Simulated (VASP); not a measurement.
Wanted: the native input for a VASP 6.6.1 run.

```
Task                   : single point
Functional             : PBEsol
Potentials or basis    : VASP PAW PBE potentials, release 64 (Cd, Te)
Cutoff                 : 520 eV
k mesh                 : 10 × 10 × 10
Occupations            : gaussian, width 0.05 eV
Spin                   : no spin polarisation
Dipole correction      : no
Further INCAR settings : ALGO = Normal; EDIFF = 1e-06; NBANDS = 16
```

The structure of CdTe lies in POSCAR:

```
CdTe
1.0
    0.0000000000      3.0119294258      3.0119294258
    3.0119294258      0.0000000000      3.0119294258
    3.0119294258      3.0119294258      0.0000000000
Cd Te
1 1
Direct
    0.0000000000      0.0000000000      0.0000000000
    0.2500000000      0.2500000000      0.2500000000
```

This cell differs from its parent crystal: volume scaled by 0.800.

The input as run:

INCAR

```
PREC = Accurate ; ENCUT = 520
EDIFF = 1E-6 ; ISMEAR = 0
SIGMA = 0.05 ; LREAL = False
LASPH = True ; NELM = 60
ALGO = Normal ; ISIF = 2
LWAVE = False ; LCHARG = False
GGA = PS ; NBANDS = 16
```

KPOINTS

```
regular mesh
0
Gamma
  10 10 10
```

Potentials or basis: VASP PAW PBE potentials, release 64 (Cd, Te).

Launch:

```console
$ cat potpaw_PBE.64/Cd/POTCAR potpaw_PBE.64/Te/POTCAR > POTCAR
$ mpirun -np 1 vasp_std > vasp.out
```

It gave:

```yaml
Pressure: 16.2 GPa
Band_gap_on_the_k_mesh: 1.34 eV, direct
```

Caveat: the PAW data sets were made with another functional, which shifts forces and pressure a little; spin-orbit coupling is left out, which moves the levels of the heavy elements.

Wall time 33 s on 1 thread of Intel(R) Xeon(R) Platinum 8259CL CPU @ 2.50GHz (Skylake/Cascade Lake), on a shared host, peak memory 0.19 GiB.
